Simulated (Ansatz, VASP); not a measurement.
## BiTe5 in VASP and in Ansatz

```
Bi Te
1.0
     3.82617    0.00000    0.00000
     0.00000    3.82617    0.00000
     0.00000    0.00000   12.13930
Bi Te
1 5
Direct
  0.50000 0.50000 0.00000
  0.50000 0.50000 0.34515
  0.50000 0.50000 0.65485
  0.00000 0.00000 0.16040
  0.00000 0.00000 0.83960
  0.00000 0.00000 0.50000
```

Change from the starting cell: species swapped into the Hf5Pb type (P4/mmm, No. 123).

Alike in both runs: functional PBE; k mesh 6 × 6 × 1; occupations gaussian, width 0.1 eV; no spin polarisation.

Ansatz relaxed the structure, and its values are those at the end. VASP's run is a single point on that final structure, the one shown.

|  | VASP | Ansatz |
| --- | --- | --- |
| version | VASP 6.6.1 | Ansatz 0.2.0 |
| potentials or method | VASP PAW PBE potentials, release 64 (Bi_d, Te), cutoff 520 eV | scalar-relativistic, plane waves, PAW |
| valence electrons in the cell | 45 | 95 |

```tsv
	VASP	Ansatz	Ansatz less VASP
gap on the k mesh at the Fermi level (eV)	none	none	-
pressure (GPa)	-0.2	-0.2	+0.07
rms of the force components (eV/Å)	0.005	0.004	-0.0007
```

A gap of «none» marks a metal or a gap that the smearing closes. VASP's potentials hold 45 valence electrons a cell and Ansatz's 95, so a difference there can come from the potentials and not from the codes.

The k mesh is coarse, so the values compare programs but aren't converged. Spin-orbit coupling is off throughout.
